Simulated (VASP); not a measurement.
A run of VASP 6.6.1:

File POSCAR:

```
CuO
1.0
    1.9909680000     -2.1535500000      0.0000000000
    1.9909680000      2.1535500000      0.0000000000
    0.0000000000      0.0000000000      5.1559280000
Cu O
2 2
Direct
    0.5000000000      0.0000000000      0.0000000000
    0.0000000000      0.5000000000      0.5000000000
    0.5000000000      0.5000000000      0.2500000000
    0.5000000000      0.5000000000      0.7500000000
```

The input INCAR.step1:

```
PREC = Accurate
ENCUT = 520
ISMEAR = -1
SIGMA = 0.05
LREAL = F
LASPH = T
NELM = 100
NBANDS = 25
GGA = PE
ALGO = Normal
EDIFF = 1E-4
LWAVE = T
LCHARG = F
```

Contents of INCAR.step2:

```
PREC = Accurate
ENCUT = 520
EDIFF = 1E-7
ISMEAR = -1
SIGMA = 0.05
LREAL = F
LASPH = T
NELM = 100
ALGO = Normal
ISIF = 2
LWAVE = F
LCHARG = T
METAGGA = R2SCAN
LMIXTAU = T
LELF = T
LVHAR = T
NBANDS = 25
ISTART = 1
```

The input KPOINTS:

```
regular mesh
0
Gamma
  9 9 5
```

Potentials or basis: VASP PAW PBE potentials, release 64 (Cu, O).

The run is started by

```sh
$ cat potpaw_PBE.64/Cu/POTCAR potpaw_PBE.64/O/POTCAR > POTCAR
$ cp INCAR.step1 INCAR
$ mpirun -np 1 vasp_std > vasp.out
$ cp INCAR.step2 INCAR
$ mpirun -np 1 vasp_std > vasp.out
```

Hardware: 1 thread of Intel(R) Xeon(R) 6975P-C (Granite Rapids), with other jobs on the host.

**Question.** How long does it take, and how much memory?

**Answer.** Run time: 120 s on 1 thread of Intel(R) Xeon(R) 6975P-C (Granite Rapids), on a shared host, peak memory 0.21 GiB. Counts: k points 75.
